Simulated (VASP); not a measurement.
# Bi (Im-3m) in VASP: notebook, part 2 of 2

VASP 6.6.1. Earlier steps stand in the parts before.

## (4) Electric field gradients, r2SCAN+D4, non-collinear spin, zero start, spin-orbit coupling

File POSCAR:

```
Bi
1.0
   -1.9814305318      1.9814305318      1.9814305318
    1.9814305318     -1.9814305318      1.9814305318
    1.9814305318      1.9814305318     -1.9814305318
Bi
1
Direct
    0.0000000000      0.0000000000      0.0000000000
```

File INCAR.step1:

```
SYSTEM = Bi
ALGO     = Normal         ! electronic algorithm
EDIFF    = 1E-4           ! SCF threshold, eV
ENCUT    = 520            ! plane-wave cutoff, eV
GGA      = PE             ! functional
GGA_COMPAT= .FALSE.      
ISMEAR   = 0              ! smearing method
LASPH    = .TRUE.         ! aspherical terms in the spheres
LCHARG   = .FALSE.        ! write CHGCAR
LREAL    = .FALSE.        ! projectors in reciprocal space
LSORBIT  = .TRUE.         ! spin-orbit coupling
LWAVE    = .TRUE.         ! write WAVECAR
MAGMOM   = 0 0 0          ! initial moments
NBANDS   = 26             ! bands
NELM     = 150            ! most SCF steps
PREC     = Accurate       ! precision mode
SIGMA    = 0.05           ! smearing width, eV
```

File INCAR.step2:

```
SYSTEM = Bi
ALGO     = Normal         ! electronic algorithm
EDIFF    = 1E-8           ! SCF threshold, eV
ENCUT    = 520            ! plane-wave cutoff, eV
GGA_COMPAT= .FALSE.      
ISIF     = 2              ! what is computed and relaxed
ISMEAR   = 0              ! smearing method
ISTART   = 1            
IVDW     = 13             ! dispersion correction
LASPH    = .TRUE.         ! aspherical terms in the spheres
LCHARG   = .FALSE.        ! write CHGCAR
LEFG     = .TRUE.       
LMIXTAU  = .TRUE.       
LORBIT   = 11             ! projections on sites
LORBMOM  = .TRUE.       
LREAL    = .FALSE.        ! projectors in reciprocal space
LSORBIT  = .TRUE.         ! spin-orbit coupling
LWAVE    = .FALSE.        ! write WAVECAR
MAGMOM   = 0 0 0          ! initial moments
METAGGA  = R2SCAN         ! meta-GGA
NBANDS   = 26             ! bands
NELM     = 150            ! most SCF steps
PREC     = Accurate       ! precision mode
SIGMA    = 0.05           ! smearing width, eV
VDW_A1   = 0.51559235   
VDW_A2   = 5.77342911   
VDW_S6   = 1.0          
VDW_S8   = 0.6018749
```

File KPOINTS:

```
k-points
0
G
  9 9 9
  0 0 0
```

Potentials or basis: VASP PAW PBE potentials, release 64 (Bi_d).

On the command line:

```
> cat potpaw_PBE.64/Bi_d/POTCAR > POTCAR
> cp INCAR.step1 INCAR
> mpirun -np 1 vasp_ncl > vasp.out
> cp INCAR.step2 INCAR
> mpirun -np 1 vasp_ncl > vasp.out
```

OUTCAR:

```text
SYSTEM = Bi
   EDIFF = 1E-8
   ENCUT = 520
   ISIF = 2
   ISMEAR = 0
   ISTART = 1
   IVDW = 13
   LASPH = .TRUE.
   LORBIT = 11
   LREAL = .FALSE.
   LSORBIT = .TRUE.
   METAGGA = R2SCAN
   NELM = 150
   PREC = Accurate

 ion  position               nearest neighbor table
   1  0.000  0.000  0.000-

  LATTYP: Found a body centered cubic cell.
 ALAT       =     3.9628610636

  Lattice vectors:

 A1 = (  -1.9814305318,   1.9814305318,   1.9814305318)
 A2 = (   1.9814305318,  -1.9814305318,   1.9814305318)
 A3 = (   1.9814305318,   1.9814305318,  -1.9814305318)

Analysis of symmetry for initial positions (statically):
=====================================================================
 Subroutine PRICEL returns:
 Original cell was already a primitive cell.

 Routine SETGRP: Setting up the symmetry group for a
 body centered cubic supercell.

 Subroutine GETGRP returns: Found 48 space group operations
 (whereof 48 operations were pure point group operations)
 out of a pool of 48 trial point group operations.

The static configuration has the point symmetry O_h .

[... 939 lines left out ...]
 ion       Cq(MHz)       eta       Q (mb)
----------------------------------------------------------------------
   1       0.000       0.000       1.000
----------------------------------------------------------------------

 orbital moment (x)

 # of ion     p       d       tot
 ----------------------------------------
  1        -0.000   0.000   0.000
 ----------------------------------------
           -0.000   0.000   0.000

 orbital moment (y)

 # of ion     p       d       tot
 ----------------------------------------
  1        -0.000  -0.000  -0.000
 ----------------------------------------
           -0.000  -0.000  -0.000

 orbital moment (z)

 # of ion     p       d       tot
 ----------------------------------------
  1         0.000   0.000   0.000
 ----------------------------------------
            0.000   0.000   0.000

 Spin-Orbit-Coupling matrix elements

 Ion:    1  E_soc:     -1.6955289
 l=   1
     0.0000000    -0.2183006    -0.2183006
    -0.2183006     0.0000000    -0.2183006
    -0.2183006    -0.2183006     0.0000000
 l=   2
     0.0000000    -0.0128716     0.0000000    -0.0128716    -0.0514159
    -0.0128716     0.0000000    -0.0385619    -0.0128716    -0.0128540
     0.0000000    -0.0385619     0.0000000    -0.0385619     0.0000000
    -0.0128716    -0.0128716    -0.0385619     0.0000000    -0.0128540
    -0.0514159    -0.0128540     0.0000000    -0.0128540     0.0000000
 l=   3
     0.0000000     0.0000000     0.0000000     0.0000000     0.0000000     0.0000000     0.0000000
     0.0000000     0.0000000     0.0000000     0.0000000     0.0000000     0.0000000     0.0000000
     0.0000000     0.0000000     0.0000000     0.0000000     0.0000000     0.0000000     0.0000000
     0.0000000     0.0000000     0.0000000     0.0000000     0.0000000     0.0000000     0.0000000
     0.0000000     0.0000000     0.0000000     0.0000000     0.0000000     0.0000000     0.0000000
     0.0000000     0.0000000     0.0000000     0.0000000     0.0000000     0.0000000     0.0000000
     0.0000000     0.0000000     0.0000000     0.0000000     0.0000000     0.0000000     0.0000000

 total charge

# of ion       s       p       d       tot
------------------------------------------
    1        1.512   1.301   9.908  12.720

 magnetization (x)

# of ion       s       p       d       tot
------------------------------------------
    1        0.000  -0.000  -0.000   0.000

 magnetization (y)

# of ion       s       p       d       tot
------------------------------------------
    1       -0.000  -0.000  -0.000  -0.000

 magnetization (z)

# of ion       s       p       d       tot
------------------------------------------
    1        0.000   0.000  -0.000   0.000
```

OSZICAR.step1:

```text
N       E                     dE             d eps       ncg     rms          rms(c)
DAV:   1     0.157843978098E+03    0.15784E+03   -0.76100E+03  1820   0.143E+03
DAV:   2     0.999385518884E+01   -0.14785E+03   -0.14292E+03  1892   0.401E+02
DAV:   3    -0.405596259135E+01   -0.14050E+02   -0.13869E+02  2170   0.131E+02
DAV:   4    -0.455468023009E+01   -0.49872E+00   -0.49814E+00  2244   0.260E+01
DAV:   5    -0.457955946750E+01   -0.24879E-01   -0.24877E-01  2730   0.522E+00    0.443E-01
DAV:   6    -0.457942543586E+01    0.13403E-03   -0.34133E-03  2404   0.645E-01    0.260E-01
DAV:   7    -0.457939817561E+01    0.27260E-04   -0.73871E-04  2586   0.255E-01
   1 F= -.45793982E+01 E0= -.45788450E+01  d E =-.110631E-02  mag=    -0.0000     0.0000     0.0000
```

It took 17 min on 1 thread of Intel Xeon 8259CL, shared host; peak memory 0.3 GiB.

Results:

| Property | Result |
| --- | --- |
| Free energy | -59.2537 eV |
| Pressure | 0.5 GPa |
| Net moment | 0.00 μB per cell |
| Largest electric field gradient by atom | under 0.05 V/Å² on every atom |
| Valence electrons inside the program's atomic spheres | Bi 12.72 |
| Dispersion energy per atom | -0.176 eV |

Moments on the atoms (μB; x, y, z):
```
Bi  0.00 0.00 0.00
```

Caveat: the PAW data sets were made with another functional, which shifts forces and pressure a little.
